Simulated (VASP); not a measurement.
Set up this calculation in VASP 6.6.1, as the native input.

| Property | Result |
| --- | --- |
| Task | single point |
| Functional | PBE |
| Potentials or basis | VASP PAW PBE potentials, release 64 (Ta_pv, N, H) |
| Cutoff | 520 eV |
| k mesh | 4 × 5 × 5, shifted |
| Occupations | gaussian, width 0.1 eV |
| Spin | no spin polarisation |
| Dipole correction | no |
| Further INCAR settings | LREAL = Auto; ALGO = Normal; EDIFF = 1e-06; NBANDS = 78 |

The structure of Ta8HN8 (a cell with a defect) lies in POSCAR:

```
Ta8HN8
1.0
    0.0000000000      0.0000000000     -5.7955432031
    5.9003693593      0.0000000000      0.0000000000
   -2.9501846797     -5.1098697569      0.0000000000
Ta N H
8 8 1
Direct
    0.2515457048      0.8333347090      0.1666656961
    0.7509632570      0.8333347090      0.1666656961
    0.2491869958      0.3332676276      0.1665316418
    0.7486706333      0.3372821135      0.1745606136
    0.2491869958      0.8334687454      0.6667326492
    0.7486706333      0.8254398944      0.6627182612
    0.2491868233      0.3332676867      0.6667326492
    0.7486704607      0.3372821496      0.6627182612
    0.4990441618      0.5007427260      0.0003694810
    0.0041235134      0.5073287929      0.0036629114
    0.4990441618     -0.0003692926      0.0003694810
    0.0041235134     -0.0036625355      0.0036627157
    0.4986102077      0.5000014010      0.4999988496
   -0.0039461357      0.5000011599      0.4999990453
    0.4990441618     -0.0003691391      0.4992575391
    0.0041235134     -0.0036624191      0.4926716570
    0.8334808025      0.1666681191      0.8333323945
```

One way to write it, as run:

INCAR

```
PREC = Accurate
ENCUT = 520
EDIFF = 1E-6
ISMEAR = 0
SIGMA = 0.1
LREAL = Auto
LASPH = True
NELM = 60
ALGO = Normal
ISIF = 2
LWAVE = False
LCHARG = False
GGA = PE
NBANDS = 78
```

KPOINTS

```
Automatic mesh
0
Gamma
  4 5 5
  0.5 0 0
```

Potentials or basis: VASP PAW PBE potentials, release 64 (Ta_pv, N, H).

Run with:

```sh
$ cat potpaw_PBE.64/Ta_pv/POTCAR potpaw_PBE.64/N/POTCAR potpaw_PBE.64/H/POTCAR > POTCAR
$ mpirun -np 1 vasp_std > vasp.out
```

Results of the run:

| Property | Result |
| --- | --- |
| Pressure | 5.4 GPa |
| Largest force | 0.933 eV/Å |
| Band gap on the k mesh | zero (an odd number of electrons rules out a gap without spin polarisation) |

Caveat: spin-orbit coupling is left out, which moves the levels of the heavy elements.

Run time: 9.8 min on 1 thread of Intel(R) Xeon(R) Platinum 8259CL CPU @ 2.50GHz (Skylake/Cascade Lake) (shared host), peak memory 0.4 GiB.
